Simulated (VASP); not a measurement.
A run of VASP 6.6.1 is set up as follows.

INCAR

```
  PREC = Accurate
  ENCUT = 520
  EDIFF = 1E-6
  ISMEAR = 0
  SIGMA = 0.15
  LREAL = F
  LASPH = T
  NELM = 100
  ALGO = Fast
  ISIF = 2
  LWAVE = F
  LCHARG = T
  GGA = PS
  LELF = T
  LVHAR = T
  NBANDS = 54
```

KPOINTS

```
regular mesh
0
Gamma
  10 10 10
```

POSCAR

```
Ag
1.0
    3.3113080000      3.3113080000     -3.3113080000
    3.3113080000     -3.3113080000      3.3113080000
   -3.3113080000     -3.3113080000     -3.3113080000
Ag
8
Direct
    0.0000000000      0.0000000000      0.4509533300
    0.5000000000      0.0000000000      0.5000000000
    0.0000000000      0.5000000000      0.5000000000
    0.5000000000      0.5000000000      0.5000000000
    0.0000000000      0.0000000000      0.0000000000
    0.5000000000      0.0000000000      0.0000000000
    0.0000000000      0.5000000000      0.0000000000
    0.5000000000      0.5000000000      0.0000000000
```

Potentials or basis: VASP PAW PBE potentials, release 64 (Ag).

The run is started by

```console
$ cat potpaw_PBE.64/Ag/POTCAR > POTCAR
$ mpirun -np 1 vasp_std > vasp.out
```

Question: Predict the pressure.

Answer: -6.4 GPa.

Question: Predict the largest force.

Answer: 1.299 eV/Å.

Question: Predict the band gap on the k mesh.

Answer: Zero (bands 44 and 45 overlap by 2.23 eV).

Forces on the atoms (eV/Å):
```
Ag  -0.750 -0.750 -0.750
Ag   0.139  0.139 -0.183
Ag   0.139 -0.183  0.139
Ag   0.015  0.000  0.000
Ag   0.639  0.639  0.639
Ag   0.000  0.000  0.015
Ag   0.000  0.015  0.000
Ag  -0.183  0.139  0.139
```

Caveat: the cell differs from its parent crystal (atom 1 (Ag) moved +0.281 Å along Cartesian [1 1 1]); the cell stands under tension; the PAW data sets were made with another functional, which shifts forces and pressure a little.
